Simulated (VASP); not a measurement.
Rh: single point with PBEsol

Rh:

```xyz
4
Lattice="3.0190 0.0000 0.0000 -1.5095 2.1047 0.0000 0.0000 0.0000 8.4072" Properties=species:S:1:pos:R:3 pbc="T T T"
Rh    0.0000    0.0000    0.0000
Rh    0.0000    1.4032    2.1018
Rh    0.0000    0.0000    4.2036
Rh    1.5095    0.7016    6.3054
```

This cell differs from its parent crystal: strain +e along x and -e along y +0.1100, strain +e along z and -e/2 along x and y -0.0367.

```
Program             : VASP 6.6.1
Task                : single point
Functional          : PBEsol
Potentials or basis : VASP PAW PBE potentials, release 64 (Rh_pv)
Cutoff              : 520 eV
k mesh              : 18 × 18 × 6
Occupations         : gaussian, width 0.15 eV
Spin                : no spin polarisation
```

- Pressure: 12.1 GPa
- Largest force: 0.934 eV/Å
- Band gap on the k mesh: zero (bands 30 and 31 overlap by 2.44 eV)

Forces in eV/Å, atoms in the order of the input:
```
Rh   0.000  0.000  0.000
Rh   0.000  0.934  0.000
Rh   0.000  0.000  0.000
Rh   0.000 -0.934  0.000
```

Stress tensor (GPa, compression positive):
```
-4.24  0.00  0.00
 0.00 29.43  0.00
 0.00  0.00 11.03
```

Levels at points of the mesh, in eV from the Fermi level:
| k point | band 28 | band 29 | band 30 | band 31 | band 32 | band 33 |
| --- | --- | --- | --- | --- | --- | --- |
| (0.00, 0.00, 0.00) | -1.00 | -0.99 | -0.81 | -0.68 | -0.52 | 0.36 |
| (0.50, 0.00, 0.00) | -0.19 | 0.07 | 0.70 | 1.05 | 1.17 | 1.33 |
| (0.00, 0.50, 0.00) | 1.06 | 1.12 | 1.27 | 1.37 | 1.49 | 2.67 |
| (0.00, 0.00, 0.50) | -1.35 | -0.83 | -0.83 | -0.27 | -0.27 | -0.07 |
| (0.50, 0.00, 0.50) | -0.12 | -0.06 | -0.06 | 0.47 | 0.47 | 2.75 |
| (0.00, 0.50, 0.50) | -0.48 | 1.17 | 1.17 | 1.44 | 1.44 | 4.16 |

Run time: 4.1 min on 1 thread of Intel(R) Xeon(R) 6975P-C (Granite Rapids), on a shared host, peak memory 0.56 GiB.

Caveat: the cell differs from its parent crystal (strain +e along x and -e along y +0.1100, strain +e along z and -e/2 along x and y -0.0367); the stress differs along the axes, from -4 to 29 GPa; the PAW data sets were made with another functional, which shifts forces and pressure a little.
